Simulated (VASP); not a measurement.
A run of VASP 6.6.1 is set up as follows.

INCAR

```
PREC = Accurate
ENCUT = 600
EDIFF = 1E-6
ISMEAR = -1
SIGMA = 0.05
LREAL = False
LASPH = True
NELM = 100
ALGO = Normal
ISIF = 3
LWAVE = False
LCHARG = False
GGA = PE
IBRION = 2
NSW = 80
EDIFFG = -0.01
```

Contents of KPOINTS:

```
regular mesh
0
Gamma
  16 16 12
```

The input POSCAR:

```
ZrB2
1.0
    3.1700000000      0.0000000000      0.0000000000
   -1.5850000000      2.7453010000      0.0000000000
    0.0000000000      0.0000000000      3.5330000000
Zr B
1 2
Direct
    0.0000000000      0.0000000000      0.0000000000
    0.3333333333      0.6666666667      0.5000000000
    0.6666666667      0.3333333333      0.5000000000
```

Potentials or basis: VASP PAW PBE potentials, release 64 (Zr_sv, B).

The run is started by

```sh
$ cat potpaw_PBE.64/Zr_sv/POTCAR potpaw_PBE.64/B/POTCAR > POTCAR
$ mpirun -np 1 vasp_std > vasp.out
```

**Question.** What does it give for the relaxed cell?

**Answer.** a = 3.171 Å, b = 3.171 Å, c = 3.543 Å, α = 90.00°, β = 90.00°, γ = 120.00°.

**Question.** What does it give for the band gap on the k mesh?

**Answer.** Zero (band 9 reaches 11.27 eV, above the bottom of band 10 at 10.08 eV).

**Question.** Estimate the relaxed volume.

**Answer.** 10.29 Å³/atom.

Final structure:
```
Zr B
1.0
     3.17148    0.00000    0.00000
    -1.58574    2.74658    0.00000
     0.00000    0.00000    3.54324
Zr B
1 2
Direct
  0.00000 0.00000 0.00000
  0.33333 0.66667 0.50000
  0.66667 0.33333 0.50000
```

PBE usually gives volumes a little too large and moduli too small. Zero-point motion and thermal expansion aren't in these numbers.
